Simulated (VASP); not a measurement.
A run of VASP 6.6.1:

INCAR

```
ALGO     = Normal         # electronic algorithm
EDIFF    = 1E-6           # SCF threshold, eV
ENCUT    = 520            # plane-wave cutoff, eV
GGA      = PE             # functional
ISIF     = 2              # what is computed and relaxed
ISMEAR   = 0              # smearing method
LASPH    = True           # aspherical terms in the spheres
LCHARG   = False          # write CHGCAR
LREAL    = False          # projectors in reciprocal space
LWAVE    = False          # write WAVECAR
NBANDS   = 39             # bands
NELM     = 60             # most SCF steps
PREC     = Accurate       # precision mode
SIGMA    = 0.1            # smearing width, eV
```

KPOINTS

```
k-points
0
Gamma
  6 6 4
```

Contents of POSCAR:

```
PbS
1.0
    4.3391401000      0.0000000000      0.0000000000
   -2.1695700500      3.7578055600      0.0000000000
    0.0000000000      0.0000000000      7.0929922900
Pb S
3 3
Direct
    0.1620798500      0.8379201500      0.6666666700
    0.1620798500      0.3241597000      0.3333333300
    0.6758403000      0.8379201500      0.0000000000
    0.8379201500      0.1620798500      0.6666666700
    0.8379201500      0.6758403000      0.3333333300
    0.3241597000      0.1620798500      0.0000000000
```

Potentials or basis: VASP PAW PBE potentials, release 64 (Pb_d, S).

Run with:

```bash
$ cat potpaw_PBE.64/Pb_d/POTCAR potpaw_PBE.64/S/POTCAR > POTCAR
$ mpirun -np 1 vasp_std > vasp.out
```

Hardware: 1 thread of Intel Xeon 8259CL (shared host).

Estimate the wall time of this run.

Run time: 3 min on 1 thread of Intel Xeon 8259CL (shared host), peak memory 0.27 GiB. Counts: scf iterations 15, k points 24.
